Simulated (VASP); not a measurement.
# P (Cmce) in VASP: a series of runs

P is run at these levels: RPBE; tasks: single point.

Everything below comes from runs of VASP 6.6.1. Logs are shortened: lines on timing, memory, paths and dates and some standing lists are left out, and cuts for length are marked.

**1. The cell of the first run**

The structure is orthorhombic, space group Cmce (No. 64). Conventional cell: a = 3.190 Å, b = 13.794 Å, c = 4.552 Å, α = 90.00°, β = 90.00°, γ = 90.00°. P (site symmetry m) has 3 P at 2.14 to 2.18 Å within 2.8 Å.

**2. Single point, RPBE (25.03 Å³/atom)**

INCAR reads:

```
ALGO = Normal
EDIFF = 1E-6
ENCUT = 520
GGA = RP
ISIF = 2
ISMEAR = -1
LASPH = True
LCHARG = True
LELF = True
LREAL = False
LVHAR = True
LWAVE = False
NBANDS = 18
NELM = 60
PREC = Accurate
SIGMA = 0.05
```

KPOINTS reads:

```
k-points
0
Gamma
  9 9 6
```

POSCAR reads:

```
P
1.0
    1.5947620673     -6.8970116164      0.0000000000
    1.5947620673      6.8970116164      0.0000000000
    0.0000000000      0.0000000000      4.5516876423
P
4
Direct
    0.0728398213      0.9271601787      0.9074116460
    0.5728398213      0.4271601787      0.5925883540
    0.9271601787      0.0728398213      0.0925883540
    0.4271601787      0.5728398213      0.4074116460
```

Potentials or basis: VASP PAW PBE potentials, release 64 (P).

Started as:

```sh
$ cat potpaw_PBE.64/P/POTCAR > POTCAR
$ mpirun -np 1 vasp_std > vasp.out
```

OUTCAR:

```text
EDIFF = 1E-6
   ENCUT = 520
   GGA = RP
   ISIF = 2
   ISMEAR = -1
   LASPH = True
   LREAL = False
   NELM = 60
   PREC = Accurate

 ion  position               nearest neighbor table
   1  0.073  0.927  0.907-   2 2.14   2 2.14   3 2.18
   2  0.573  0.427  0.593-   1 2.14   1 2.14   4 2.18
   3  0.927  0.073  0.093-   4 2.14   4 2.14   1 2.18
   4  0.427  0.573  0.407-   3 2.14   3 2.14   2 2.18

  LATTYP: Found a base centered orthorhombic cell.
 ALAT       =     3.1895241346
 B/A-ratio  =     4.3247903608
 C/A-ratio  =     1.4270742124

  Lattice vectors:

 A1 = (   1.5947620673,  -6.8970116164,   0.0000000000)
 A2 = (   1.5947620673,   6.8970116164,   0.0000000000)
 A3 = (   0.0000000000,   0.0000000000,   4.5516876423)

Analysis of symmetry for initial positions (statically):
=====================================================================
 Subroutine PRICEL returns:
 Original cell was already a primitive cell.

 Routine SETGRP: Setting up the symmetry group for a
 base centered orthorhombic supercell.

 Subroutine GETGRP returns: Found  8 space group operations
 (whereof  4 operations were pure point group operations)
 out of a pool of  8 trial point group operations.

The static configuration has the point symmetry C_2h.
 The point group associated with its full space group is D_2h.

Analysis of symmetry for dynamics (positions and initial velocities):
=====================================================================
 Subroutine PRICEL returns:
 Original cell was already a primitive cell.

 Routine SETGRP: Setting up the symmetry group for a
 base centered orthorhombic supercell.

 Subroutine GETGRP returns: Found  8 space group operations
 (whereof  4 operations were pure point group operations)
 out of a pool of  8 trial point group operations.

The dynamic configuration has the point symmetry C_2h.
 The point group associated with its full space group is D_2h.

 Subroutine INISYM returns: Found  8 space group operations
 (whereof  4 operations are pure point group operations),
 and found     1 'primitive' translations

----------------------------------------------------------------------------------------

                                     Primitive cell

  volume of cell :     100.1289
[... 90 lines left out ...]
   LASPH  =      T    aspherical Exc in radial PAW
   ENCUT  =  520.0 eV  38.22 Ry    6.18 a.u.  13.16 13.16  8.46*2*pi/ulx,y,z
   NELM   =     60;   NELMIN=  2; NELMDL= -5     # of ELM steps
   EDIFF  = 0.1E-05   stopping-criterion for ELM
   LREAL  =      F    real-space projection
   EDIFFG = 0.1E-04   stopping-criterion for IOM
   NSW    =      0    number of steps for IOM
   IBRION =     -1    ionic relax: 0-MD 1-quasi-New 2-CG
   NFREE  =      0    steps in history (QN), initial steepest desc. (CG)
   ISIF   =      2    stress and relaxation
   ISYM   =      2    0-nonsym 1-usesym 2-fastsym
   POTIM  = 0.5000    time-step for ionic-motion
   TEBEG  =    0.0;   TEEND  =   0.0 temperature during run
   PSTRESS=    0.0 pullay stress
   NELECT =      20.0000    total number of electrons
   NUPDOWN=      -1.0000    fix difference up-down
   EMIN   =  10.00;   EMAX   =-10.00  energy-range for DOS
   EFERMI =   0.00;   METHOD = LEGACY
   ISMEAR =    -1;   SIGMA  =   0.05  broadening in eV -4-tet -1-fermi 0-gaus
   EFERMI_NEDOS =   21; number of points for ismear=-14 and -15
   IALGO  =     38    algorithm
   IMIX   =      4    mixing-type and parameters
     AMIX     =   0.40;   BMIX     =  1.00
     AMIX_MAG =   1.60;   BMIX_MAG =  1.00
  volume/ion in A,a.u.               =      25.03       168.93
  Fermi-wavevector in a.u.,A,eV,Ry     =   0.956970  1.808411 12.460105  0.915792
  Thomas-Fermi vector in A             =   2.085946
   LORBIT       =      0    0 simple, 1 ext, 2 COOP (PROOUT), +10 PAW based schemes
   GGA     = RP    functional components
   LHFCALC =     F    Hartree Fock is set to
   AEXX    =    0.0000 exact exchange contribution
   IVDW    =     0    specifies the selected vdW correction
   LEPSILON=     F    determine dielectric tensor
   LRPA    =     F    only Hartree local field effects (RPA)
 non-spin polarized calculation
  energy-cutoff  :      520.00
  volume of cell :      100.13
 maximum number of plane-waves:      2717
 NGX is ok and might be reduce to    54
   NGX = 27   NGY = 27   NGZ = 17

 number of electron      20.0000001 magnetization

 Free energy of the ion-electron system (eV)
  ---------------------------------------------------
  ext. energy  EPLUGINS =         0.00000000
  ---------------------------------------------------
  free energy    TOTEN  =       -20.07749057 eV

  energy without entropy =      -20.07748094  energy(sigma->0) =      -20.07748575

 E-fermi :   3.9511     XC(G=0):  -7.8751

 val. band max:        3.5365370876   @ k =   0.4444   0.4444   0.0000
 cond. band min:       4.2966673833   @ k =  -0.4444   0.4444   0.0000
 fundamental gap:      0.7601302956
 Fermi energy:         3.9511349356

 k-point     1 :       0.0000    0.0000    0.0000
  band No.  band energies     occupation
      1     -12.2826      2.00000
      2      -9.5631      2.00000
      3      -6.1003      2.00000
      4      -2.7275      2.00000
      5      -1.4806      2.00000
      6      -1.0345      2.00000
[... 481 lines left out ...]
      5      -1.4278      2.00000
      6      -1.1408      2.00000
[... 10 lines left out ...]
     17       9.6133      0.00000
     18      10.3160      0.00000

 [... further k-points ...]

------------------------ aborting loop because EDIFF is reached ----------------------------------------

  FORCE on cell =-STRESS in cart. coord.  units (eV):
  Direction    XX          YY          ZZ          XY          YZ          ZX
  --------------------------------------------------------------------------------------
  -------------------------------------------------------------------------------------
  Total        6.1177456      3.6256810      4.7734999      0.0000000      0.0000000      0.0000000
  in kB       97.8909848     58.0150776     76.3815020      0.0000000      0.0000000      0.0000000
  external PRESSURE =      77.4291882 kB  Pullay stress =       0.0000000 kB

 VOLUME and BASIS-vectors are now :
 -----------------------------------------------------------------------------
  energy-cutoff  :      520.00
  volume of cell :      100.13
      direct lattice vectors                 reciprocal lattice vectors
     1.594762067 -6.897011616  0.000000000     0.313526394 -0.072495166  0.000000000
     1.594762067  6.897011616  0.000000000     0.313526394  0.072495166  0.000000000
     0.000000000  0.000000000  4.551687642     0.000000000  0.000000000  0.219698731

 POSITION                                       TOTAL-FORCE (eV/Angst)
 -----------------------------------------------------------------------------------
      1.59476      5.89226      4.13025         0.000000     -0.884091      0.684761
      1.59476     -1.00475      2.69728         0.000000     -0.884091     -0.684761
      1.59476     -5.89226      0.42143         0.000000      0.884091     -0.684761
      1.59476      1.00475      1.85441         0.000000      0.884091      0.684761
 -----------------------------------------------------------------------------------
    total drift:                                0.000000      0.000000     -0.000000

  FREE ENERGIE OF THE ION-ELECTRON SYSTEM (eV)
  ---------------------------------------------------
  free  energy   TOTEN  =       -20.0774905748 eV

  energy  without entropy=      -20.0774809352  energy(sigma->0) =      -20.07748575
```

Run time: 2.7 min. Hardware: 1 thread of Intel Xeon 6975P-C (Granite Rapids), shared host; peak memory 0.36 GiB.

Results:

* Free energy: -20.0775 eV
* Pressure: 7.7 GPa
* Largest force: 1.118 eV/Å
* Band gap on the k mesh: 0.76 eV (least direct gap 0.79 eV)

Forces on the atoms (eV/Å):
```
P    0.000 -0.884  0.685
P    0.000 -0.884 -0.685
P    0.000  0.884 -0.685
P    0.000  0.884  0.685
```

Caveat: the cell stands under pressure; the PAW data sets were made with another functional, which shifts forces and pressure a little; an odd mesh through Γ misses points on the zone boundary, where band edges can lie.

**3. Single point, RPBE (26.17 Å³/atom)**

This run uses another cell than the first one, of 26.17 Å³/atom.

INCAR reads:

```
SYSTEM = P
PREC = Accurate
ENCUT = 520
EDIFF = 1E-7
ISMEAR = -1
SIGMA = 0.05
LREAL = .False.
LASPH = .True.
NELM = 60
ALGO = Normal
ISIF = 2
LWAVE = .False.
LCHARG = .False.
GGA = RP
NBANDS = 18
```

KPOINTS reads:

```
regular mesh
0
Gamma
  9 9 6
  0 0 0
```

POSCAR reads:

```
P
1.0
    1.6185679960     -6.9999672670      0.0000000000
    1.6185679960      6.9999672670      0.0000000000
    0.0000000000      0.0000000000      4.6196332959
P
4
Direct
    0.0728398213      0.9271601787      0.9074116460
    0.5728398213      0.4271601787      0.5925883540
    0.9271601787      0.0728398213      0.0925883540
    0.4271601787      0.5728398213      0.4074116460
```

Potentials or basis: VASP PAW PBE potentials, release 64 (P).

Started as:

```sh
$ cat potpaw_PBE.64/P/POTCAR > POTCAR
$ mpirun -np 1 vasp_std > vasp.out
```

Wall time 2.8 min (1 thread of Intel Xeon 6975P-C (Granite Rapids), shared host); peak memory 0.37 GiB.

The run converged. Its results:

- Free energy: -20.2490 eV
- Pressure: 4.4 GPa
- Largest force: 0.658 eV/Å
- Band gap on the k mesh: 0.83 eV

Forces on the atoms (eV/Å):
```
P    0.000 -0.529  0.393
P    0.000 -0.529 -0.393
P    0.000  0.529 -0.393
P    0.000  0.529  0.393
```

Stress tensor (GPa, compression positive):
```
5.49 0.00 0.00
0.00 3.38 0.00
0.00 0.00 4.36
```

Levels at points of the mesh, in eV from the valence-band top:
```csv
k point,band 8,band 9,band 10,band 11,band 12,band 13
"(0.00, 0.00, 0.00)",-1.84,-1.81,-0.11,1.18,1.62,2.80
"(0.00, 0.00, 0.50)",-2.68,-1.49,-1.49,2.26,2.26,3.85
```

Caveat: the cell stands under pressure; the PAW data sets were made with another functional, which shifts forces and pressure a little; an odd mesh through Γ misses points on the zone boundary, where band edges can lie.

**4. Single point, RPBE (27.31 Å³/atom)**

This run uses another cell than the first one, of 27.31 Å³/atom.

INCAR reads:

```
PREC = Accurate
ENCUT = 520
EDIFF = 1E-6
ISMEAR = -1
SIGMA = 0.05
LREAL = F
LASPH = T
NELM = 60
ALGO = Normal
ISIF = 2
LWAVE = F
LCHARG = F
GGA = RP
NBANDS = 18
```

KPOINTS reads:

```
Automatic mesh
0
Gamma
  9 9 6
```

POSCAR reads:

```
P
1.0
    1.6416935203     -7.0999803117      0.0000000000
    1.6416935203      7.0999803117      0.0000000000
    0.0000000000      0.0000000000      4.6856369748
P
4
Direct
    0.0728398213      0.9271601787      0.9074116460
    0.5728398213      0.4271601787      0.5925883540
    0.9271601787      0.0728398213      0.0925883540
    0.4271601787      0.5728398213      0.4074116460
```

Started as:

```sh
$ cat potpaw_PBE.64/P/POTCAR > POTCAR
$ mpirun -np 1 vasp_std > vasp.out
```

Run time: 2 min. Hardware: 1 thread of Intel Xeon 6975P-C (Granite Rapids), shared host; peak memory 0.37 GiB.

It converged, with:

| Item | Value |
| --- | --- |
| Free energy | -20.3355 eV |
| Pressure | 1.7 GPa |
| Largest force | 0.268 eV/Å |
| Band gap on the k mesh | 0.87 eV |

Forces on the atoms (eV/Å):
```
P    0.000 -0.226  0.145
P    0.000 -0.226 -0.145
P    0.000  0.226 -0.145
P    0.000  0.226  0.145
```

Stress tensor (GPa, compression positive):
```
2.08 0.00 0.00
0.00 1.42 0.00
0.00 0.00 1.73
```

Levels at points of the mesh, in eV from the valence-band top:
```tsv
k point	band 7	band 8	band 9	band 10	band 11	band 12	band 13	band 14
(0.00, 0.00, 0.00)	-3.38	-1.81	-1.70	-0.10	1.20	1.64	2.67	3.23
(0.00, 0.00, 0.50)	-2.61	-2.61	-1.45	-1.45	2.15	2.15	3.75	3.75
```

Caveat: the PAW data sets were made with another functional, which shifts forces and pressure a little; an odd mesh through Γ misses points on the zone boundary, where band edges can lie.

**5. The runs side by side**

```csv
cell,gap on the mesh (eV),pressure (GPa),largest force (eV/Å)
"a = 7.079, b = 7.079, c = 4.552 Å, angles 90.0, 90.0, 154.0°, 4 atoms",0.76,7.7,1.12
"a = 7.185, b = 7.185, c = 4.620 Å, angles 90.0, 90.0, 154.0°, 4 atoms",0.83,4.4,0.66
"a = 7.287, b = 7.287, c = 4.686 Å, angles 90.0, 90.0, 154.0°, 4 atoms",0.87,1.7,0.27
```

Alike in all rows: task single point; level RPBE; potentials or basis VASP PAW PBE potentials, release 64 (P); no spin polarisation; k mesh 9 × 9 × 6; cutoff (eV) 520; smearing fermi-dirac 0.05 eV.

Caveats: the PAW data sets were made with another functional, which shifts forces and pressure a little; an odd mesh through Γ misses points on the zone boundary, where band edges can lie; the cell stands under pressure (at least some runs).

Total energies depend on the potentials used, so only differences within one code and one set of settings carry meaning.
